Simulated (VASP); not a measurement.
A run of VASP 6.6.1 is set up as follows.

POSCAR

```
AgCl
1.0
    3.2152823169      0.0000000000      0.0000000000
    0.0000000000      3.2152823169      0.0000000000
    0.0000000000      0.0000000000      3.3955880419
Ag Cl
1 1
Direct
    0.0000000000      0.0000000000      0.0000000000
    0.5000000000      0.5000000000      0.5000000000
```

INCAR.step1

```
SYSTEM = AgCl
PREC = Accurate
ENCUT = 400
EDIFF = 1E-5
ISMEAR = 0
SIGMA = 0.01
LREAL = .False.
LASPH = .True.
NELM = 120
ALGO = Normal
ISIF = 2
LWAVE = .True.
LCHARG = .False.
NBANDS = 16
GGA = PE
GGA_COMPAT = .False.
```

Contents of INCAR.step2:

```
SYSTEM = AgCl
PREC = Accurate
ENCUT = 400
EDIFF = 1E-6
ISMEAR = 0
SIGMA = 0.01
LREAL = .False.
LASPH = .True.
NELM = 120
ALGO = Normal
ISIF = 2
LWAVE = .False.
LCHARG = .False.
GGA = PE
LHFCALC = .True.
HFSCREEN = 0.2079
PRECFOCK = Normal
NBANDS = 16
ISTART = 1
GGA_COMPAT = .False.
```

KPOINTS

```
Automatic mesh
0
Gamma
  6 6 6
  0 0 0
```

Potentials or basis: VASP PAW PBE potentials, release 64 (Ag, Cl).

Command:

```bash
$ cat potpaw_PBE.64/Ag/POTCAR potpaw_PBE.64/Cl/POTCAR > POTCAR
$ cp INCAR.step1 INCAR
$ mpirun -np 1 vasp_std > vasp.out
$ cp INCAR.step2 INCAR
$ mpirun -np 1 vasp_std > vasp.out
```

Question: Estimate the pressure.

Answer: 8.7 GPa.

Question: What does it give for the band gap on the k mesh?

Answer: 2.00 eV (least direct gap 3.81 eV).

Stress tensor (GPa, compression positive):
```
9.95 0.00 0.00
0.00 9.95 0.00
0.00 0.00 6.19
```

Caveat: the cell differs from its parent crystal (biaxial xy strain -5.3%); the cell stands under pressure; the PAW data sets were made with another functional, which shifts forces and pressure a little. A k mesh can miss the band edges.
